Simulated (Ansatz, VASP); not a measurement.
# Two plane-wave programs on Si

The input INCAR:

```
SYSTEM = Si
PREC     = Accurate       ! precision mode
ENCUT    = 520            ! plane-wave cutoff, eV
EDIFF    = 1E-6           ! SCF threshold, eV
ISMEAR   = -1             ! smearing method
SIGMA    = 0.1            ! smearing width, eV
LREAL    = .False.        ! projectors in reciprocal space
LASPH    = .True.         ! aspherical terms in the spheres
NELM     = 80             ! most SCF steps
ALGO     = Normal         ! electronic algorithm
ISIF     = 2              ! what is computed and relaxed
LWAVE    = .False.        ! write WAVECAR
LCHARG   = .False.        ! write CHGCAR
GGA      = RE             ! functional
NBANDS   = 8              ! bands
```

The input KPOINTS:

```
regular mesh
0
Gamma
  16 16 16
  0 0 0
```

Contents of POSCAR:

```
Si
1.0
   -1.5850930380      1.5850930380      1.5850930380
    1.5850930380     -1.5850930380      1.5850930380
    1.5850930380      1.5850930380     -1.5850930380
Si
1
Direct
    0.0000000000      0.0000000000      0.0000000000
```

Input for Ansatz:

```yaml
crystal:
  lattice:
    - [-1.585093038, 1.585093038, 1.585093038]
    - [1.585093038, -1.585093038, 1.585093038]
    - [1.585093038, 1.585093038, -1.585093038]
  atoms:
    - { symbol: Si, position: [0.0, 0.0, 0.0] }
hamiltonian:
  xc: revpbe
  pseudopotentials:
    kind: paw
    azcp:
      Si: "pseudopotentials/Si.paw.azcp"
basis:
  ecutwfc: 420
  fft_grid_basis: typed
kpoints:
  mp_grid: { grid: [16, 16, 16], shift: [0, 0, 0] }
magnetization:
  spin_polarized: false
scf:
  occupations: { method: fermi_dirac, width: 0.1 }
  lower_state_search: "off"
output:
  stress: true
```

Alike in both runs: task single point; functional revPBE; k mesh 16 × 16 × 16; occupations fermi-dirac, width 0.1 eV; no spin polarisation.

```csv
,VASP,Ansatz
version,VASP 6.6.1,Ansatz 0.2.0
potentials or method,"VASP PAW PBE potentials, release 64 (Si), cutoff 520 eV","plane waves (420 eV) with PAW, scalar-relativistic"
valence electrons in the cell,4,4
```

Ansatz gave:

```
pressure (GPa) : -5.9
```

Problem. Which values does VASP return?

Solution. Pressure (GPa): -6.1.

VASP's potentials were made for PBE, not for revPBE.
